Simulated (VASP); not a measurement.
# TiO2 (P4_2/mnm) in VASP: further runs

TiO2 is run at these levels: PBE; tasks: single point.

All numbers are computed with VASP 6.6.1; they aren't measurements. Logs are shortened: lines on timing, memory, paths and dates and some standing lists are left out, and cuts for length are marked.

### Step 1. The cell of the first run

It takes space group P4_2/mnm (No. 136, tetragonal). Conventional cell: a = 4.533 Å, b = 4.533 Å, c = 2.779 Å, α = 90.00°, β = 90.00°, γ = 90.00°. Ti (site symmetry mmm) has 6 O at 1.87 to 1.96 Å within 2.5 Å. O (site symmetry m2m) has 3 Ti at 1.87 to 1.96 Å and 1 O at 2.50 Å within 2.5 Å.

### Step 2. Single point, PBE (9.52 Å³/atom)

File INCAR:

```
ALGO     = Normal         # electronic algorithm
EDIFF    = 1E-7           # SCF threshold, eV
ENCUT    = 520            # plane-wave cutoff, eV
GGA      = PE             # functional
ISIF     = 2              # what is computed and relaxed
ISMEAR   = 0              # smearing method
LASPH    = T              # aspherical terms in the spheres
LCHARG   = T              # write CHGCAR
LELF     = T              # ELF
LREAL    = F              # projectors in reciprocal space
LVHAR    = T            
LWAVE    = F              # write WAVECAR
NBANDS   = 33             # bands
NELM     = 100            # most SCF steps
PREC     = Accurate       # precision mode
SIGMA    = 0.05           # smearing width, eV
```

File KPOINTS:

```
k-points
0
Gamma
  8 8 10
```

File POSCAR:

```
TiO2
1.0
    4.5325531866      0.0000000000      0.0000000000
    0.0000000000      4.5325531866      0.0000000000
    0.0000000000      0.0000000000      2.7789083587
Ti O
2 4
Direct
    0.0000000000      0.0000000000      0.0000000000
    0.5000000000      0.5000000000      0.5000000000
    0.3050970583      0.3050970583      0.0000000000
    0.1949029417      0.8050970583      0.5000000000
    0.6949029417      0.6949029417      0.0000000000
    0.8050970583      0.1949029417      0.5000000000
```

Potentials or basis: VASP PAW PBE potentials, release 64 (Ti_sv, O).

Command:

```
$ cat potpaw_PBE.64/Ti_sv/POTCAR potpaw_PBE.64/O/POTCAR > POTCAR
$ mpirun -np 1 vasp_std > vasp.out
```

OUTCAR:

```text
EDIFF = 1E-7
   ENCUT = 520
   GGA = PE
   ISIF = 2
   ISMEAR = 0
   LASPH = T
   LREAL = F
   NELM = 100
   PREC = Accurate

 ion  position               nearest neighbor table
   1  0.000  0.000  0.000-   4 1.87   6 1.87   4 1.87   6 1.87   5 1.96   3 1.96
   2  0.500  0.500  0.500-   3 1.87   5 1.87   3 1.87   5 1.87   4 1.96   6 1.96
   3  0.305  0.305  0.000-   2 1.87   2 1.87   1 1.96
   4  0.195  0.805  0.500-   1 1.87   1 1.87   2 1.96
   5  0.695  0.695  0.000-   2 1.87   2 1.87   1 1.96
   6  0.805  0.195  0.500-   1 1.87   1 1.87   2 1.96

  LATTYP: Found a simple tetragonal cell.
 ALAT       =     4.5325531866
 C/A-ratio  =     0.6131000000

  Lattice vectors:

 A1 = (   4.5325531866,   0.0000000000,   0.0000000000)
 A2 = (   0.0000000000,   4.5325531866,   0.0000000000)
 A3 = (   0.0000000000,   0.0000000000,   2.7789083587)

Analysis of symmetry for initial positions (statically):
=====================================================================
 Subroutine PRICEL returns:
 Original cell was already a primitive cell.

 Routine SETGRP: Setting up the symmetry group for a
 simple tetragonal supercell.

 Subroutine GETGRP returns: Found 16 space group operations
 (whereof  8 operations were pure point group operations)
 out of a pool of 16 trial point group operations.

The static configuration has the point symmetry D_2h.
 The point group associated with its full space group is D_4h.

Analysis of symmetry for dynamics (positions and initial velocities):
=====================================================================
 Subroutine PRICEL returns:
 Original cell was already a primitive cell.

 Routine SETGRP: Setting up the symmetry group for a
 simple tetragonal supercell.

 Subroutine GETGRP returns: Found 16 space group operations
 (whereof  8 operations were pure point group operations)
 out of a pool of 16 trial point group operations.

The dynamic configuration has the point symmetry D_2h.
 The point group associated with its full space group is D_4h.

 Subroutine INISYM returns: Found 16 space group operations
 (whereof  8 operations are pure point group operations),
 and found     1 'primitive' translations

----------------------------------------------------------------------------------------

                                     Primitive cell

  volume of cell :      57.0900

  direct lattice vectors                    reciprocal lattice vectors
     4.532553187  0.000000000  0.000000000     0.220626203  0.000000000  0.000000000
     0.000000000  4.532553187  0.000000000     0.000000000  0.220626203  0.000000000
     0.000000000  0.000000000  2.778908359     0.000000000  0.000000000  0.359853536

  length of vectors
     4.532553187  4.532553187  2.778908359     0.220626203  0.220626203  0.359853536

  position of ions in fractional coordinates (direct lattice)
     0.000000000  0.000000000  0.000000000
     0.500000000  0.500000000  0.500000000
     0.305097058  0.305097058  0.000000000
     0.194902942  0.805097058  0.500000000
     0.694902942  0.694902942  0.000000000
     0.805097058  0.194902942  0.500000000

  ion indices of the primitive-cell ions
   primitive index   ion index
                 1           1
                 2           2
                 3           3
                 4           4
                 5           5
                 6           6

----------------------------------------------------------------------------------------

 KPOINTS: k-points

Automatic generation of k-mesh.
 Grid dimensions read from file:
 generate k-points for:    8    8   10

 Generating k-lattice:

  Cartesian coordinates                     Fractional coordinates (reciprocal lattice)
     0.027578275  0.000000000  0.000000000     0.125000000  0.000000000  0.000000000
     0.000000000  0.027578275  0.000000000     0.000000000  0.125000000  0.000000000
     0.000000000  0.000000000  0.035985354     0.000000000  0.000000000  0.100000000

  Length of vectors
     0.027578275  0.027578275  0.035985354

  Shift w.r.t. Gamma in fractional coordinates (k-lattice)
     0.000000000  0.000000000  0.000000000

 Subroutine IBZKPT returns following result:
 ===========================================

 Found     90 irreducible k-points:

 Following reciprocal coordinates:
            Coordinates               Weight
  0.000000  0.000000  0.000000      1.000000
  0.125000  0.000000  0.000000      4.000000
  0.250000  0.000000  0.000000      4.000000
  0.375000  0.000000  0.000000      4.000000
  0.500000  0.000000  0.000000      2.000000
  0.125000  0.125000  0.000000      4.000000
[... 16 lines left out ...]
  0.375000  0.125000  0.100000     16.000000
  0.500000  0.125000  0.100000      8.000000
 [... further k-points ...]
   k-points           NKPTS =     90   k-points in BZ     NKDIM =     90   number of bands    NBANDS=     33
   number of dos      NEDOS =    301   number of ions     NIONS =      6
   total plane-waves  NPLWV =  31104
   dimension x,y,z NGX =    36 NGY =   36 NGZ =   24
   dimension x,y,z NGXF=    72 NGYF=   72 NGZF=   48
   ions per type =               2   4
   NGX,Y,Z   is equivalent  to a cutoff of  13.20, 13.20, 14.36 a.u.
   NGXF,Y,Z  is equivalent  to a cutoff of  26.41, 26.41, 28.72 a.u.
 SYSTEM =  unknown system
   PREC   = accura    normal or accurate (medium, high low for compatibility)
   ISTART =      0    job   : 0-new  1-cont  2-samecut
   ICHARG =      2    charge: 1-file 2-atom 10-const
   ISPIN  =      1    spin polarized calculation?
   LNONCOLLINEAR =      F non collinear calculations
   LSORBIT =      F    spin-orbit coupling
   LASPH  =      T    aspherical Exc in radial PAW
   ENCUT  =  520.0 eV  38.22 Ry    6.18 a.u.   8.43  8.43  5.17*2*pi/ulx,y,z
   NELM   =    100;   NELMIN=  2; NELMDL= -5     # of ELM steps
   EDIFF  = 0.1E-06   stopping-criterion for ELM
   LREAL  =      F    real-space projection
   EDIFFG = 0.1E-05   stopping-criterion for IOM
   NSW    =      0    number of steps for IOM
   IBRION =     -1    ionic relax: 0-MD 1-quasi-New 2-CG
   NFREE  =      0    steps in history (QN), initial steepest desc. (CG)
   ISIF   =      2    stress and relaxation
   ISYM   =      2    0-nonsym 1-usesym 2-fastsym
   POTIM  = 0.5000    time-step for ionic-motion
   TEBEG  =    0.0;   TEEND  =   0.0 temperature during run
   PSTRESS=    0.0 pullay stress
   NELECT =      48.0000    total number of electrons
   NUPDOWN=      -1.0000    fix difference up-down
   EMIN   =  10.00;   EMAX   =-10.00  energy-range for DOS
   EFERMI =   0.00;   METHOD = LEGACY
   ISMEAR =     0;   SIGMA  =   0.05  broadening in eV -4-tet -1-fermi 0-gaus
   EFERMI_NEDOS =   21; number of points for ismear=-14 and -15
   IALGO  =     38    algorithm
   IMIX   =      4    mixing-type and parameters
     AMIX     =   0.40;   BMIX     =  1.00
     AMIX_MAG =   1.60;   BMIX_MAG =  1.00
  volume/ion in A,a.u.               =       9.52        64.21
  Fermi-wavevector in a.u.,A,eV,Ry     =   1.545143  2.919896 32.483442  2.387466
  Thomas-Fermi vector in A             =   2.650563
   LORBIT       =      0    0 simple, 1 ext, 2 COOP (PROOUT), +10 PAW based schemes
   GGA     = PE    functional components
   LHFCALC =     F    Hartree Fock is set to
   AEXX    =    0.0000 exact exchange contribution
   IVDW    =     0    specifies the selected vdW correction
   LEPSILON=     F    determine dielectric tensor
   LRPA    =     F    only Hartree local field effects (RPA)
 non-spin polarized calculation
 Gauss-broadening in eV      SIGMA  =   0.05
  energy-cutoff  :      520.00
  volume of cell :       57.09
 maximum number of plane-waves:      1578
 NGX is ok and might be reduce to    36
   NGX = 17   NGY = 17   NGZ = 11

 number of electron      48.0000009 magnetization

 Free energy of the ion-electron system (eV)
  ---------------------------------------------------
  ext. energy  EPLUGINS =         0.00000000
  ---------------------------------------------------
  free energy    TOTEN  =       -52.84403645 eV

  energy without entropy =      -52.84403645  energy(sigma->0) =      -52.84403645

 E-fermi :   5.9298     XC(G=0): -11.8758

 val. band max:        5.5785704363   @ k =   0.0000   0.0000   0.0000
 cond. band min:       7.7774179955   @ k =   0.0000   0.0000   0.0000
 fundamental gap:      2.1988475592
 Fermi energy:         5.9297749066

 k-point     1 :       0.0000    0.0000    0.0000
  band No.  band energies     occupation
      1     -50.7751      2.00000
      2     -50.7498      2.00000
      3     -27.2014      2.00000
      4     -27.2014      2.00000
      5     -26.9468      2.00000
      6     -26.9468      2.00000
[... 25 lines left out ...]
     32      13.3726      0.00000
     33      13.3764      0.00000

 k-point     2 :       0.1250    0.0000    0.0000
  band No.  band energies     occupation
      1     -50.7742      2.00000
      2     -50.7508      2.00000
      3     -27.1947      2.00000
      4     -27.1940      2.00000
      5     -26.9553      2.00000
      6     -26.9546      2.00000
[... 25 lines left out ...]
     32      13.3170      0.00000
     33      13.3278      0.00000

 k-point     3 :       0.2500    0.0000    0.0000
  band No.  band energies     occupation
      1     -50.7714      2.00000
      2     -50.7535      2.00000
      3     -27.1759      2.00000
      4     -27.1738      2.00000
      5     -26.9781      2.00000
      6     -26.9758      2.00000
[... 25 lines left out ...]
     32      13.1818      0.00000
     33      13.2115      0.00000

 k-point     4 :       0.3750    0.0000    0.0000
  band No.  band energies     occupation
      1     -50.7673      2.00000
      2     -50.7576      2.00000
      3     -27.1511      2.00000
      4     -27.1484      2.00000
      5     -27.0061      2.00000
      6     -27.0032      2.00000
[... 673 lines left out ...]
     32      12.7535      0.00000
     33      13.1496      0.00000

 k-point    23 :       0.3750    0.1250    0.1000
  band No.  band energies     occupation
      1     -50.7585      2.00000
      2     -50.7500      2.00000
      3     -27.1611      2.00000
      4     -27.1173      2.00000
      5     -27.0195      2.00000
      6     -26.9715      2.00000
[... 25 lines left out ...]
     32      12.6187      0.00000
     33      13.0143      0.00000

 k-point    24 :       0.5000    0.1250    0.1000
  band No.  band energies     occupation
      1     -50.7543      2.00000
      2     -50.7543      2.00000
      3     -27.1355      2.00000
      4     -27.1355      2.00000
      5     -27.0007      2.00000
      6     -27.0007      2.00000
[... 25 lines left out ...]
     32      12.3580      0.00000
     33      13.0070      0.00000

 [... further k-points ...]

------------------------ aborting loop because EDIFF is reached ----------------------------------------

  FORCE on cell =-STRESS in cart. coord.  units (eV):
  Direction    XX          YY          ZZ          XY          YZ          ZX
  --------------------------------------------------------------------------------------
  -------------------------------------------------------------------------------------
  Total       10.0007452     10.0007452     18.6802078      0.0000000      0.0000000      0.0000000
  in kB      280.6615389    280.6615389    524.2425205      0.0000000      0.0000000      0.0000000
  external PRESSURE =     361.8551994 kB  Pullay stress =       0.0000000 kB

 VOLUME and BASIS-vectors are now :
 -----------------------------------------------------------------------------
  energy-cutoff  :      520.00
  volume of cell :       57.09
      direct lattice vectors                 reciprocal lattice vectors
     4.532553187  0.000000000  0.000000000     0.220626203  0.000000000  0.000000000
     0.000000000  4.532553187  0.000000000     0.000000000  0.220626203  0.000000000
     0.000000000  0.000000000  2.778908359     0.000000000  0.000000000  0.359853536

 POSITION                                       TOTAL-FORCE (eV/Angst)
 -----------------------------------------------------------------------------------
      0.00000      0.00000      0.00000         0.000000      0.000000     -0.000000
      2.26628      2.26628      1.38945         0.000000      0.000000     -0.000000
      1.38287      1.38287      0.00000        -0.673793     -0.673793      0.000000
      0.88341      3.64915      1.38945         0.673793     -0.673793     -0.000000
      3.14968      3.14968      0.00000         0.673793      0.673793     -0.000000
      3.64915      0.88341      1.38945        -0.673793      0.673793     -0.000000
 -----------------------------------------------------------------------------------
    total drift:                               -0.000000      0.000000     -0.000000

  FREE ENERGIE OF THE ION-ELECTRON SYSTEM (eV)
  ---------------------------------------------------
  free  energy   TOTEN  =       -52.8440364503 eV

  energy  without entropy=      -52.8440364503  energy(sigma->0) =      -52.84403645
```

Run time: 70 s. Hardware: 1 thread of Intel Xeon 6975P-C (Granite Rapids), shared host; peak memory 0.26 GiB.

Results:

```
Free energy            : -52.8440 eV
Pressure               : 36.2 GPa
Largest force          : 0.953 eV/Å
Band gap on the k mesh : 2.20 eV
```

Forces in eV/Å, atoms in the order of the input:
```
Ti   0.000  0.000  0.000
Ti   0.000  0.000  0.000
O   -0.674 -0.674  0.000
O    0.674 -0.674  0.000
O    0.674  0.674  0.000
O   -0.674  0.674  0.000
```

Levels at points of the mesh, in eV from the valence-band top:
| k point | band 21 | band 22 | band 23 | band 24 | band 25 | band 26 | band 27 | band 28 |
| --- | --- | --- | --- | --- | --- | --- | --- | --- |
| (0.00, 0.00, 0.00) | -0.38 | -0.37 | -0.37 | 0.00 | 2.20 | 2.50 | 3.10 | 3.17 |
| (0.50, 0.00, 0.00) | -1.26 | -1.26 | -0.73 | -0.73 | 3.00 | 3.00 | 3.69 | 3.69 |
| (0.50, 0.50, 0.00) | -0.98 | -0.98 | -0.93 | -0.93 | 2.23 | 2.23 | 3.19 | 3.19 |
| (0.00, 0.00, 0.50) | -2.38 | -2.38 | -1.39 | -1.39 | 3.45 | 3.45 | 4.23 | 4.23 |
| (0.50, 0.00, 0.50) | -2.15 | -2.15 | -1.02 | -1.02 | 2.28 | 2.28 | 4.23 | 4.23 |
| (0.50, 0.50, 0.50) | -1.26 | -1.26 | -0.60 | -0.60 | 3.05 | 3.05 | 3.75 | 3.75 |

Caveat: the cell stands under pressure. Expect the measured gap to be larger: semilocal functionals such as PBE lack the derivative discontinuity.

(Continued in part 2 of 2.)
